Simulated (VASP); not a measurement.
# ScBPd3 (Pm-3m) in VASP: further runs, part 2 of 2

VASP 6.6.1. The steps go on from the part before.

### Step 3. Single point, PBE

INCAR reads:

```
SYSTEM = ScBPd3
PREC     = Accurate       ! precision mode
ENCUT    = 520            ! plane-wave cutoff, eV
EDIFF    = 1E-7           ! SCF threshold, eV
ISMEAR   = -1             ! smearing method
SIGMA    = 0.1            ! smearing width, eV
LREAL    = .FALSE.        ! projectors in reciprocal space
LASPH    = .TRUE.         ! aspherical terms in the spheres
NELM     = 80             ! most SCF steps
ALGO     = Normal         ! electronic algorithm
ISIF     = 2              ! what is computed and relaxed
LWAVE    = .FALSE.        ! write WAVECAR
LCHARG   = .FALSE.        ! write CHGCAR
GGA      = PE             ! functional
NBANDS   = 30             ! bands
```

KPOINTS reads:

```
Automatic mesh
0
G
  3 3 3
  0 0 0
```

POSCAR reads:

```
ScBPd3
1.0
    4.2349570000      0.0000000000      0.0000000000
    0.0000000000      4.2349570000      0.0000000000
    0.0000000000      0.0000000000      4.2349570000
Sc B Pd
1 1 3
Direct
    0.0000000000      0.0000000000      0.0000000000
    0.5000000000      0.5000000000      0.5000000000
    0.0000000000      0.5000000000      0.5000000000
    0.5000000000      0.5000000000      0.0000000000
    0.5000000000      0.0000000000      0.5000000000
```

Potentials or basis: VASP PAW PBE potentials, release 64 (Sc_sv, B, Pd).

The run is started by

```bash
$ cat potpaw_PBE.64/Sc_sv/POTCAR potpaw_PBE.64/B/POTCAR potpaw_PBE.64/Pd/POTCAR > POTCAR
$ mpirun -np 1 vasp_std > vasp.out
```

OUTCAR:

```text
SYSTEM = ScBPd3
   PREC = Accurate
   ENCUT = 520
   EDIFF = 1E-7
   ISMEAR = -1
   LREAL = .FALSE.
   LASPH = .TRUE.
   NELM = 80
   ISIF = 2
   GGA = PE

 ion  position               nearest neighbor table
   1  0.000  0.000  0.000-   3 2.99   4 2.99   5 2.99   3 2.99   5 2.99   3 2.99   4 2.99   3 2.99
                             4 2.99   5 2.99   5 2.99   4 2.99
   2  0.500  0.500  0.500-   3 2.12   4 2.12   5 2.12   4 2.12   5 2.12   3 2.12
   3  0.000  0.500  0.500-   2 2.12   2 2.12   4 2.99   5 2.99   1 2.99   4 2.99   1 2.99   5 2.99
                             1 2.99   1 2.99   4 2.99   5 2.99   4 2.99   5 2.99
   4  0.500  0.500  0.000-   2 2.12   2 2.12   3 2.99   5 2.99   1 2.99   3 2.99   5 2.99   1 2.99
                             5 2.99   5 2.99   1 2.99   3 2.99   3 2.99   1 2.99
   5  0.500  0.000  0.500-   2 2.12   2 2.12   3 2.99   4 2.99   1 2.99   4 2.99   1 2.99   3 2.99
                             4 2.99   4 2.99   1 2.99   3 2.99   1 2.99   3 2.99

  LATTYP: Found a simple cubic cell.
 ALAT       =     4.2349570000

  Lattice vectors:

 A1 = (   4.2349570000,   0.0000000000,   0.0000000000)
 A2 = (   0.0000000000,   4.2349570000,   0.0000000000)
 A3 = (   0.0000000000,   0.0000000000,   4.2349570000)

Analysis of symmetry for initial positions (statically):
=====================================================================
 Subroutine PRICEL returns:
 Original cell was already a primitive cell.

 Routine SETGRP: Setting up the symmetry group for a
 simple cubic supercell.

 Subroutine GETGRP returns: Found 48 space group operations
[... 9 lines left out ...]

 Routine SETGRP: Setting up the symmetry group for a
 simple cubic supercell.

 Subroutine GETGRP returns: Found 48 space group operations
[... 11 lines left out ...]
                                     Primitive cell

  volume of cell :      75.9534

  direct lattice vectors                    reciprocal lattice vectors
     4.234957000  0.000000000  0.000000000     0.236129906  0.000000000  0.000000000
     0.000000000  4.234957000  0.000000000     0.000000000  0.236129906  0.000000000
     0.000000000  0.000000000  4.234957000     0.000000000  0.000000000  0.236129906

  length of vectors
     4.234957000  4.234957000  4.234957000     0.236129906  0.236129906  0.236129906

  position of ions in fractional coordinates (direct lattice)
     0.000000000  0.000000000  0.000000000
     0.500000000  0.500000000  0.500000000
     0.000000000  0.500000000  0.500000000
     0.500000000  0.500000000  0.000000000
     0.500000000  0.000000000  0.500000000

  ion indices of the primitive-cell ions
   primitive index   ion index
                 1           1
                 2           2
                 3           3
                 4           4
                 5           5

----------------------------------------------------------------------------------------

 KPOINTS: Automatic mesh

Automatic generation of k-mesh.
 Grid dimensions read from file:
 generate k-points for:    3    3    3

 Generating k-lattice:

  Cartesian coordinates                     Fractional coordinates (reciprocal lattice)
     0.078709969  0.000000000  0.000000000     0.333333333  0.000000000  0.000000000
     0.000000000  0.078709969  0.000000000     0.000000000  0.333333333  0.000000000
     0.000000000  0.000000000  0.078709969     0.000000000  0.000000000  0.333333333

  Length of vectors
     0.078709969  0.078709969  0.078709969

  Shift w.r.t. Gamma in fractional coordinates (k-lattice)
     0.000000000  0.000000000  0.000000000

 Subroutine IBZKPT returns following result:
 ===========================================

 Found      4 irreducible k-points:

 Following reciprocal coordinates:
            Coordinates               Weight
  0.000000  0.000000  0.000000      1.000000
  0.333333  0.000000  0.000000      6.000000
  0.333333  0.333333  0.000000     12.000000
  0.333333  0.333333  0.333333      8.000000
   k-points           NKPTS =      4   k-points in BZ     NKDIM =      4   number of bands    NBANDS=     30
   number of dos      NEDOS =    301   number of ions     NIONS =      5
   total plane-waves  NPLWV =  32768
   dimension x,y,z NGX =    32 NGY =   32 NGZ =   32
   dimension x,y,z NGXF=    64 NGYF=   64 NGZF=   64
   ions per type =               1   1   3
   NGX,Y,Z   is equivalent  to a cutoff of  12.56, 12.56, 12.56 a.u.
   NGXF,Y,Z  is equivalent  to a cutoff of  25.12, 25.12, 25.12 a.u.
 SYSTEM =  ScBPd3
   PREC   = accura    normal or accurate (medium, high low for compatibility)
   ISTART =      0    job   : 0-new  1-cont  2-samecut
   ICHARG =      2    charge: 1-file 2-atom 10-const
   ISPIN  =      1    spin polarized calculation?
   LNONCOLLINEAR =      F non collinear calculations
   LSORBIT =      F    spin-orbit coupling
   LASPH  =      T    aspherical Exc in radial PAW
   ENCUT  =  520.0 eV  38.22 Ry    6.18 a.u.   7.87  7.87  7.87*2*pi/ulx,y,z
   NELM   =     80;   NELMIN=  2; NELMDL= -5     # of ELM steps
   EDIFF  = 0.1E-06   stopping-criterion for ELM
   LREAL  =      F    real-space projection
   EDIFFG = 0.1E-05   stopping-criterion for IOM
   NSW    =      0    number of steps for IOM
   IBRION =     -1    ionic relax: 0-MD 1-quasi-New 2-CG
   NFREE  =      0    steps in history (QN), initial steepest desc. (CG)
   ISIF   =      2    stress and relaxation
   ISYM   =      2    0-nonsym 1-usesym 2-fastsym
   POTIM  = 0.5000    time-step for ionic-motion
   TEBEG  =    0.0;   TEEND  =   0.0 temperature during run
   PSTRESS=    0.0 pullay stress
   NELECT =      44.0000    total number of electrons
   NUPDOWN=      -1.0000    fix difference up-down
   EMIN   =  10.00;   EMAX   =-10.00  energy-range for DOS
   EFERMI =   0.00;   METHOD = LEGACY
   ISMEAR =    -1;   SIGMA  =   0.10  broadening in eV -4-tet -1-fermi 0-gaus
   EFERMI_NEDOS =   21; number of points for ismear=-14 and -15
   IALGO  =     38    algorithm
   IMIX   =      4    mixing-type and parameters
     AMIX     =   0.40;   BMIX     =  1.00
     AMIX_MAG =   1.60;   BMIX_MAG =  1.00
  volume/ion in A,a.u.               =      15.19       102.51
  Fermi-wavevector in a.u.,A,eV,Ry     =   1.364719  2.578946 25.340296  1.862459
  Thomas-Fermi vector in A             =   2.491011
   LORBIT       =      0    0 simple, 1 ext, 2 COOP (PROOUT), +10 PAW based schemes
   GGA     = PE    functional components
   LHFCALC =     F    Hartree Fock is set to
   AEXX    =    0.0000 exact exchange contribution
   IVDW    =     0    specifies the selected vdW correction
   LEPSILON=     F    determine dielectric tensor
   LRPA    =     F    only Hartree local field effects (RPA)
 non-spin polarized calculation
  energy-cutoff  :      520.00
  volume of cell :       75.95
 maximum number of plane-waves:      2103
 NGX is ok and might be reduce to    32
   NGX = 15   NGY = 15   NGZ = 15

 number of electron      43.9999994 magnetization

 Free energy of the ion-electron system (eV)
  ---------------------------------------------------
  ext. energy  EPLUGINS =         0.00000000
  ---------------------------------------------------
  free energy    TOTEN  =       -31.45607432 eV

  energy without entropy =      -31.32094654  energy(sigma->0) =      -31.38851043

 E-fermi :   8.2272     XC(G=0): -12.0034

 val. band max:        8.1623787105   @ k =   0.3333   0.3333   0.3333
 cond. band min:       8.3518494412   @ k =   0.3333   0.0000   0.0000
 fundamental gap:      0.1894707307
 Fermi energy:         8.2271984754

 k-point     1 :       0.0000    0.0000    0.0000
  band No.  band energies     occupation
      1     -42.5663      2.00000
      2     -21.1346      2.00000
      3     -21.1346      2.00000
      4     -21.1346      2.00000
      5      -2.3471      2.00000
      6       2.1172      2.00000
[... 22 lines left out ...]
     29      13.8460      0.00000
     30      13.8499      0.00000

 k-point     2 :       0.3333    0.0000    0.0000
  band No.  band energies     occupation
      1     -42.5657      2.00000
      2     -21.1468      2.00000
      3     -21.1354      2.00000
      4     -21.1354      2.00000
      5      -1.6863      2.00000
      6       2.7589      2.00000
[... 22 lines left out ...]
     29      13.2225      0.00000
     30      13.8331      0.00000

 k-point     3 :       0.3333    0.3333    0.0000
  band No.  band energies     occupation
      1     -42.5653      2.00000
      2     -21.1460      2.00000
      3     -21.1445      2.00000
      4     -21.1361      2.00000
      5      -1.0080      2.00000
      6       2.3966      2.00000
[... 22 lines left out ...]
     29      11.4537      0.00000
     30      14.2817      0.00000

 k-point     4 :       0.3333    0.3333    0.3333
  band No.  band energies     occupation
      1     -42.5650      2.00000
      2     -21.1452      2.00000
      3     -21.1429      2.00000
      4     -21.1429      2.00000
      5      -0.3424      2.00000
      6       1.8799      2.00000
[... 22 lines left out ...]
     29      12.3653      0.00000
     30      12.3653      0.00000

------------------------ aborting loop because EDIFF is reached ----------------------------------------

  FORCE on cell =-STRESS in cart. coord.  units (eV):
  Direction    XX          YY          ZZ          XY          YZ          ZX
  --------------------------------------------------------------------------------------
  -------------------------------------------------------------------------------------
  Total       -0.1678990     -0.1678990     -0.1678990     -0.0000000      0.0000000     -0.0000000
  in kB       -3.5416982     -3.5416982     -3.5416982     -0.0000000      0.0000000     -0.0000000
  external PRESSURE =      -3.5416982 kB  Pullay stress =       0.0000000 kB

 VOLUME and BASIS-vectors are now :
 -----------------------------------------------------------------------------
  energy-cutoff  :      520.00
  volume of cell :       75.95
      direct lattice vectors                 reciprocal lattice vectors
     4.234957000  0.000000000  0.000000000     0.236129906  0.000000000  0.000000000
     0.000000000  4.234957000  0.000000000     0.000000000  0.236129906  0.000000000
     0.000000000  0.000000000  4.234957000     0.000000000  0.000000000  0.236129906

 POSITION                                       TOTAL-FORCE (eV/Angst)
 -----------------------------------------------------------------------------------
      0.00000      0.00000      0.00000         0.000000      0.000000      0.000000
      2.11748      2.11748      2.11748         0.000000      0.000000      0.000000
      0.00000      2.11748      2.11748         0.000000      0.000000      0.000000
      2.11748      2.11748      0.00000         0.000000      0.000000      0.000000
      2.11748      0.00000      2.11748         0.000000      0.000000      0.000000
 -----------------------------------------------------------------------------------
    total drift:                                0.000000     -0.000000     -0.000000

  FREE ENERGIE OF THE ION-ELECTRON SYSTEM (eV)
  ---------------------------------------------------
  free  energy   TOTEN  =       -31.4560743188 eV

  energy  without entropy=      -31.3209465407  energy(sigma->0) =      -31.38851043
```

Run time: 27 s. Hardware: 1 thread of Intel Xeon Platinum 8259CL at 2.50GHz (Skylake/Cascade Lake), shared host; peak memory 0.17 GiB.

What came out:

```yaml
Free_energy: -31.4561 eV
Pressure: -0.4 GPa
Band_gap_on_the_k_mesh: zero (band 22 reaches 8.35 eV, above the bottom of band 23 at 6.68 eV)
```

Caveat: the k points lie up to 0.49 Å⁻¹ apart.
